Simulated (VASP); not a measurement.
Write the native input for VASP 6.6.1 that does the following.

```yaml
Task: single point
Functional: LDA
Potentials_or_basis: VASP PAW LDA potentials, release 64 (As)
Cutoff: 520 eV
k_mesh: 9 × 9 × 9
Occupations: fermi-dirac, width 0.05 eV
Spin: no spin polarisation
Dipole_correction: no
Further_INCAR_settings: ALGO = Normal; EDIFF = 1e-06; NBANDS = 12
```

The structure of As lies in POSCAR:

```
As
1.0
    1.8681737204      1.0785906003      3.4904769752
   -1.8681737204      1.0785906003      3.4904769752
    0.0000000000     -2.1571812007      3.4904769752
As
2
Direct
    0.2260000000      0.2260000000      0.2260000000
    0.7740000000      0.7740000000      0.7740000000
```

The input as run:

INCAR

```
ALGO = Normal ; EDIFF = 1E-6
ENCUT = 520 ; GGA = CA
ISIF = 2 ; ISMEAR = -1
LASPH = True ; LCHARG = True
LELF = True ; LREAL = False
LVHAR = True ; LWAVE = False
NBANDS = 12 ; NELM = 60
PREC = Accurate ; SIGMA = 0.05
```

KPOINTS

```
k-points
0
Gamma
  9 9 9
```

Potentials or basis: VASP PAW LDA potentials, release 64 (As).

Launch:

```console
$ cat potpaw_LDA.64/As/POTCAR > POTCAR
$ mpirun -np 1 vasp_std > vasp.out
```

Results of the run:

| Quantity | Value |
| --- | --- |
| Pressure | 0.7 GPa |
| Largest force | 0.475 eV/Å |
| Band gap on the k mesh | zero (band 5 reaches 5.67 eV, above the bottom of band 6 at 5.57 eV) |

Wall time 11 s on 1 thread of Intel(R) Xeon(R) 6975P-C (Granite Rapids) (shared host), peak memory 0.17 GiB.
